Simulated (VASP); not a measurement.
C, 2 atoms in the cell. Symmetry: Pmmn, No. 59, orthorhombic system. Conventional cell: a = 1.578 Å, b = 2.548 Å, c = 2.826 Å, α = 90.00°, β = 90.00°, γ = 90.00°. C (site symmetry mm2) has 6 C at 1.58 to 1.80 Å within 2.1 Å. The cell was built from a structure type or drawn by symmetry, and may not be a known phase.

| Item | Value |
| --- | --- |
| Program | VASP 6.6.1 |
| Task | relaxation of cell and atoms |
| Functional | PBE |
| Potentials or basis | VASP PAW PBE potentials, release 64 (C) |
| Cutoff | 600 eV |
| k mesh | 10 × 6 × 6 |
| Occupations | gaussian, width 0.1 eV |
| Spin | no spin polarisation |
| Dipole correction | no |
| Further INCAR settings | ALGO = Normal; EDIFF = 1e-06; IBRION = 2; EDIFFG = -0.04; NSW = 90; ISIF = 3 |

Potentials or basis: VASP PAW PBE potentials, release 64 (C).

Command:

```bash
$ cat potpaw_PBE.64/C/POTCAR > POTCAR
$ mpirun -np 1 vasp_std > vasp.out
```

Hardware: 1 thread of Intel Xeon 8259CL (shared host).

How long does it take, and how much memory?

Wall time 5.5 min on 1 thread of Intel Xeon 8259CL, on a shared host, peak memory 0.12 GiB. Counts: scf iterations 453, k points 96, ion steps 72.
